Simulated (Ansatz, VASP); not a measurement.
## Zr2SeS2: VASP beside Ansatz

```
CELL_PARAMETERS angstrom
4.08299 0.00000 0.00000
-2.04149 3.53597 0.00000
0.00000 0.00000 7.57027
ATOMIC_POSITIONS crystal
Zr 0.00000 0.00000 0.26333
Zr 0.00000 0.00000 0.73667
Se 0.33333 0.66667 0.00000
S 0.33333 0.66667 0.21060
S 0.33333 0.66667 0.78940
```

Alike in both runs: task single point; functional PBE; k mesh 6 × 6 × 2; occupations gaussian, width 0.1 eV; no spin polarisation.

|  | VASP | Ansatz |
| --- | --- | --- |
| version | VASP 6.6.1 | Ansatz 0.2.0 |
| potentials or method | VASP PAW PBE potentials, release 64 (Zr_sv, Se, S), cutoff 520 eV | scalar-relativistic, plane waves, PAW |
| valence electrons in the cell | 42 | 52 |

|  | VASP | Ansatz | Ansatz less VASP |
| --- | --- | --- | --- |
| gap on the k mesh at the Fermi level (eV) | none | none | - |
| rms of the force components (eV/Å) | 13.688 | 13.517 | -0.1705 |

Atom by atom the forces differ by 0.171 eV/Å (rms over components). A gap of «none» marks a metal or a gap that the smearing closes. VASP's potentials hold 42 valence electrons a cell and Ansatz's 52, so a difference there can come from the potentials and not from the codes.

The k mesh is coarse, so the values compare programs but aren't converged.
